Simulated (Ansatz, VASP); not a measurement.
## YPt3F2 in VASP and in Ansatz

File INCAR:

```
PREC = Accurate ; ENCUT = 600
EDIFF = 1E-7 ; ISMEAR = 0
SIGMA = 0.1 ; LREAL = False
LASPH = True ; NELM = 80
ALGO = Normal ; ISIF = 3
LWAVE = False ; LCHARG = False
GGA = PE ; IBRION = 2
NSW = 90 ; EDIFFG = -0.04
```

The input KPOINTS:

```
regular mesh
0
Gamma
  3 3 6
```

The input POSCAR:

```
YPt3F2
1.0
    5.7815834900      0.0000000000      0.0000000000
   -2.8907917400      5.0069981700      0.0000000000
    0.0000000000      0.0000000000      3.1738097700
Y Pt F
1 3 2
Direct
    0.0000000000      0.0000000000      0.0000000000
    0.5000000000      0.0000000000      0.5000000000
    0.5000000000      0.5000000000      0.5000000000
    0.0000000000      0.5000000000      0.5000000000
    0.3333333300      0.6666666700      0.0000000000
    0.6666666700      0.3333333300      0.0000000000
```

Input for Ansatz:

```yaml
crystal:
  lattice:
    - [5.78158349, 0.0, 0.0]
    - [-2.89079174, 5.00699817, 0.0]
    - [0.0, 0.0, 3.17380977]
  atoms:
    - { symbol: "Y", position: [0.0, 0.0, 0.0] }
    - { symbol: Pt, position: [0.5, 0.0, 0.5] }
    - { symbol: Pt, position: [0.5, 0.5, 0.5] }
    - { symbol: Pt, position: [0.0, 0.5, 0.5] }
    - { symbol: F, position: [0.33333333, 0.66666667, 0.0] }
    - { symbol: F, position: [0.66666667, 0.33333333, 0.0] }
basis:
  ecutwfc: 420
kpoints:
  mp_grid: { grid: [3, 3, 6] }
hamiltonian:
  xc: pbe
scf:
  occupations: { method: gaussian, width: 0.1 }
  lower_state_search: "off"
output:
  forces: true
  stress: true
  eigenvalues: true
relax:
  adjacent_minimum: "off"
  f_tol: 0.04
  max_steps: 70
  cell: { stress_tol: 0.4 }
```

Change from the starting cell: species swapped into the DyB2Ru3 type (P6/mmm, No. 191).

Alike in both runs: task relaxation of cell and atoms; functional PBE; k mesh 3 × 3 × 6; occupations gaussian, width 0.1 eV; no spin polarisation.

```csv
,VASP,Ansatz
version,VASP 6.6.1,Ansatz 0.2.0
potentials or method,"VASP PAW PBE potentials, release 64 (Y_sv, Pt, F), cutoff 600 eV","scalar-relativistic, plane waves, PAW"
valence electrons in the cell,55,79
```

|  | VASP | Ansatz | Ansatz less VASP |
| --- | --- | --- | --- |
| gap on the k mesh at the Fermi level, each at its own relaxed structure (eV) | none | none | - |
| relaxed volume (Å³/atom) | 16.89 | 19.08 | +2.188 |
| relaxed cell length with the largest relative difference (Å) | 5.081 | 5.499 | +0.4176 |

A gap of «none» marks a metal or a gap that the smearing closes. One of these differences is far larger than is usual between the two programs; its cause wasn't traced. VASP's potentials hold 55 valence electrons a cell and Ansatz's 79, so a difference there can come from the potentials and not from the codes.

The k mesh is coarse, so the values compare programs but aren't converged. Neither program's run includes spin-orbit coupling.
